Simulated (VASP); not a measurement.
# NaI (R3m) in VASP: single point with HSE06

Aim: the single point of NaI with HSE06.

Program: VASP 6.6.1. These are calculated values, not measurements. Logs are shortened: lines on timing, memory, paths and dates and some standing lists are left out, and cuts for length are marked.

**1. The cell of the first run**

Symmetry: R3m, No. 160, trigonal system. Conventional cell: a = 5.206 Å, b = 5.206 Å, c = 11.651 Å, α = 90.00°, β = 90.00°, γ = 120.00°. Within 4.1 Å of Na (site symmetry 3m) lie 4 I at 3.09 to 3.11 Å. I (site symmetry 3m) has 4 Na at 3.09 to 3.11 Å within 4.1 Å.

**2. Single point, HSE06 (epitaxial 111 strain +3.9%)**

Contents of POSCAR:

```
NaI
1.0
   -0.2121037079      3.4692723996      3.4692723996
    3.4692723996     -0.2121037079      3.4692723996
    3.4692723996      3.4692723996     -0.2121037079
Na I
1 1
Direct
   -0.0074217700     -0.0074217700     -0.0074217700
    0.2574217700      0.2574217700      0.2574217700
```

Contents of INCAR.step1:

```
  ALGO = Normal
  EDIFF = 1E-5
  ENCUT = 520
  GGA = PE
  ISIF = 2
  ISMEAR = 0
  LASPH = T
  LREAL = F
  LWAVE = T
  NBANDS = 14
  NELM = 80
  PREC = Accurate
  SIGMA = 0.01
```

Contents of INCAR.step2:

```
  ALGO = Normal
  EDIFF = 1E-6
  ENCUT = 520
  GGA = PE
  HFSCREEN = 0.2079
  ISIF = 2
  ISMEAR = 0
  ISTART = 1
  LASPH = T
  LCHARG = T
  LELF = T
  LHFCALC = T
  LREAL = F
  LVHAR = T
  LWAVE = F
  NBANDS = 14
  NELM = 80
  PREC = Accurate
  PRECFOCK = Normal
  SIGMA = 0.01
```

Contents of KPOINTS:

```
k-points
0
Gamma
  4 4 4
```

Potentials or basis: VASP PAW PBE potentials, release 64 (Na_pv, I).

The run is started by

```console
$ cat potpaw_PBE.64/Na_pv/POTCAR potpaw_PBE.64/I/POTCAR > POTCAR
$ cp INCAR.step1 INCAR
$ mpirun -np 1 vasp_std > vasp.out
$ cp INCAR.step2 INCAR
$ mpirun -np 1 vasp_std > vasp.out
```

OUTCAR:

```text
EDIFF = 1E-6
   ENCUT = 520
   GGA = PE
   HFSCREEN = 0.2079
   ISIF = 2
   ISMEAR = 0
   ISTART = 1
   LASPH = T
   LHFCALC = T
   LREAL = F
   NELM = 80
   PREC = Accurate
   PRECFOCK = Normal

 ion  position               nearest neighbor table
   1  0.993  0.993  0.993-   2 3.09   2 3.11   2 3.11   2 3.11
   2  0.257  0.257  0.257-   1 3.09   1 3.11   1 3.11   1 3.11

  LATTYP: Found a trigonal (rhomboedric) cell.
 ALAT       =     4.9108746622
 COS(alpha) =     0.4380435261

  Lattice vectors:

 A1 = (  -0.2121037079,   3.4692723996,   3.4692723996)
 A2 = (   3.4692723996,  -0.2121037079,   3.4692723996)
 A3 = (   3.4692723996,   3.4692723996,  -0.2121037079)

Analysis of symmetry for initial positions (statically):
=====================================================================
 Subroutine PRICEL returns:
 Original cell was already a primitive cell.

 Routine SETGRP: Setting up the symmetry group for a
 trigonal (rhombohedral) supercell.

 Subroutine GETGRP returns: Found  6 space group operations
 (whereof  6 operations were pure point group operations)
 out of a pool of 12 trial point group operations.

The static configuration has the point symmetry C_3v.

Analysis of symmetry for dynamics (positions and initial velocities):
=====================================================================
 Subroutine PRICEL returns:
 Original cell was already a primitive cell.

 Routine SETGRP: Setting up the symmetry group for a
 trigonal (rhombohedral) supercell.

 Subroutine GETGRP returns: Found  6 space group operations
 (whereof  6 operations were pure point group operations)
 out of a pool of 12 trial point group operations.

The dynamic configuration has the point symmetry C_3v.

 Subroutine INISYM returns: Found  6 space group operations
 (whereof  6 operations are pure point group operations),
 and found     1 'primitive' translations

----------------------------------------------------------------------------------------

                                     Primitive cell

  volume of cell :      91.1603

[... 88 lines left out ...]
   NUPDOWN=      -1.0000    fix difference up-down
   EMIN   =  10.00;   EMAX   =-10.00  energy-range for DOS
   EFERMI =   0.00;   METHOD = LEGACY
   ISMEAR =     0;   SIGMA  =   0.01  broadening in eV -4-tet -1-fermi 0-gaus
   EFERMI_NEDOS =   21; number of points for ismear=-14 and -15
   IALGO  =     38    algorithm
   IMIX   =      1    mixing-type and parameters
     AMIX     =   0.40;   BMIX     =  1.00
     AMIX_MAG =   1.60;   BMIX_MAG =  1.00
  volume/ion in A,a.u.               =      45.58       307.59
  Fermi-wavevector in a.u.,A,eV,Ry     =   0.876696  1.656715 10.457377  0.768596
  Thomas-Fermi vector in A             =   1.996542
   LORBIT       =      0    0 simple, 1 ext, 2 COOP (PROOUT), +10 PAW based schemes
   GGA     = PE    functional components
   LHFCALC =     T    Hartree Fock is set to
   PRECFOCK=normal    Normal, Fast or Accurate (Low or Medium for compatibility)
   ENCUT4O =  -1.0   cutoff for four orbital integrals eV
   NKREDX  =     1    reduce k-point grid by
   NKREDY  =     1    reduce k-point grid by
   NKREDZ  =     1    reduce k-point grid by
   AEXX    =    0.2500 exact exchange contribution
   HFSCREEN=    0.2079 screening length (either q_TF or 0.3 A-1)
   HFSCREENC=   0.2079 screening length for correlation (either q_TF or 0.3 A-1)
   ENCUTFOCK=  -1.0 apply spherical cutoff to Coloumb kernel
   IVDW    =     0    specifies the selected vdW correction
   LEPSILON=     F    determine dielectric tensor
   LRPA    =     F    only Hartree local field effects (RPA)
 non-spin polarized calculation
 Gauss-broadening in eV      SIGMA  =   0.01
  energy-cutoff  :      520.00
  volume of cell :       91.16
 maximum number of plane-waves:      2493
 NGX is ok and might be reduce to    40
  NGX = 28; NGY = 28; NGZ = 28

 number of electron      14.0000002 magnetization

 Free energy of the ion-electron system (eV)
  ---------------------------------------------------
  ext. energy  EPLUGINS =         0.00000000
  ---------------------------------------------------
  free energy    TOTEN  =        -6.14345411 eV

  energy without entropy =       -6.14345411  energy(sigma->0) =       -6.14345411

 E-fermi :  -1.6978     XC(G=0):  -5.4001

 val. band max:       -1.7865343023   @ k =   0.0000   0.0000   0.0000
 cond. band min:       2.7698558153   @ k =   0.0000   0.0000   0.0000
 fundamental gap:      4.5563901176
 Fermi energy:        -1.6977608974

 k-point     1 :       0.0000    0.0000    0.0000
  band No.  band energies     occupation
      1     -26.4353      2.00000
      2     -26.4303      2.00000
      3     -26.4303      2.00000
      4     -13.2259      2.00000
      5      -2.0086      2.00000
      6      -2.0085      2.00000
      7      -1.7865      2.00000
      8       2.7699      0.00000
      9       6.7518      0.00000
     10       6.7518      0.00000
     11       7.6001      0.00000
     12       8.8851      0.00000
     13       8.8851      0.00000
     14      10.0791      0.00000
[... 190 lines left out ...]
      1     -26.4378      2.00000
      2     -26.4307      2.00000
      3     -26.4307      2.00000
      4     -13.0516      2.00000
      5      -3.1420      2.00000
      6      -2.2124      2.00000
      7      -2.2124      2.00000
      8       4.3653      0.00000
      9       6.4366      0.00000
     10       6.4366      0.00000
     11       6.8423      0.00000
     12       9.5916      0.00000
     13      10.8153      0.00000
     14      10.8153      0.00000

------------------------ aborting loop because EDIFF is reached ----------------------------------------

  FORCE on cell =-STRESS in cart. coord.  units (eV):
  Direction    XX          YY          ZZ          XY          YZ          ZX
  --------------------------------------------------------------------------------------
  -------------------------------------------------------------------------------------
  Total       -0.0913536     -0.0913536     -0.0913536      0.0968107      0.0968107      0.0968107
  in kB       -1.6055746     -1.6055746     -1.6055746      1.7014849      1.7014849      1.7014849
  external PRESSURE =      -1.6055746 kB  Pullay stress =       0.0000000 kB

 VOLUME and BASIS-vectors are now :
 -----------------------------------------------------------------------------
  energy-cutoff  :      520.00
  volume of cell :       91.16
      direct lattice vectors                 reciprocal lattice vectors
    -0.212103708  3.469272400  3.469272400    -0.131536027  0.140101527  0.140101527
     3.469272400 -0.212103708  3.469272400     0.140101527 -0.131536027  0.140101527
     3.469272400  3.469272400 -0.212103708     0.140101527  0.140101527 -0.131536027

 POSITION                                       TOTAL-FORCE (eV/Angst)
 -----------------------------------------------------------------------------------
      6.67652      6.67652      6.67652         0.001974      0.001974      0.001974
      1.73153      1.73153      1.73153        -0.001974     -0.001974     -0.001974
 -----------------------------------------------------------------------------------
    total drift:                                0.000220      0.000218      0.000220

  FREE ENERGIE OF THE ION-ELECTRON SYSTEM (eV)
  ---------------------------------------------------
  free  energy   TOTEN  =        -6.1434541090 eV

  energy  without entropy=       -6.1434541090  energy(sigma->0) =       -6.14345411
```

OUTCAR.step1:

```text
EDIFF = 1E-5
   ENCUT = 520
   GGA = PE
   ISIF = 2
   ISMEAR = 0
[... 430 lines left out ...]
 -----------------------------------------------------------------------------------
      6.67652      6.67652      6.67652        -0.001160     -0.001160     -0.001160
      1.73153      1.73153      1.73153         0.001160      0.001160      0.001160
 -----------------------------------------------------------------------------------
    total drift:                                0.000025      0.000025      0.000025

  FREE ENERGIE OF THE ION-ELECTRON SYSTEM (eV)
  ---------------------------------------------------
  free  energy   TOTEN  =        -5.2838990588 eV

  energy  without entropy=       -5.2838990588  energy(sigma->0) =       -5.28389906
```

Wall time 8.9 min (1 thread of AMD EPYC 7R13 (Zen 3), shared host); peak memory 0.32 GiB.

What came out:

```yaml
Free_energy: -6.1435 eV
Pressure: -0.2 GPa
Largest_force: 0.003 eV/Å
Band_gap_on_the_k_mesh: 4.56 eV
```

Forces on the atoms (eV/Å):
```
Na   0.002  0.002  0.002
I   -0.002 -0.002 -0.002
```

Levels at points of the mesh, in eV from the valence-band top:
```
           k point  band 3  band 4  band 5  band 6  band 7  band 8  band 9  band 10  band 11  band 12
(0.00, 0.00, 0.00)  -24.64  -11.44   -0.22   -0.22    0.00    4.56    8.54     8.54     9.39    10.67
(0.50, 0.00, 0.00)  -24.64  -11.31   -1.41   -0.30   -0.18    6.25    8.32     8.40     8.97    11.45
(0.50, 0.50, 0.00)  -24.64  -11.25   -1.31   -0.68   -0.44    5.92    7.09     9.79    11.13    11.57
(0.50, 0.50, 0.50)  -24.64  -11.27   -1.36   -0.43   -0.43    6.15    8.22     8.22     8.63    11.38
```

Caveat: the cell differs from its parent crystal (epitaxial 111 strain +3.9%); the PAW data sets were made with another functional, which shifts forces and pressure a little; spin-orbit coupling is left out, which moves the levels of the heavy elements.
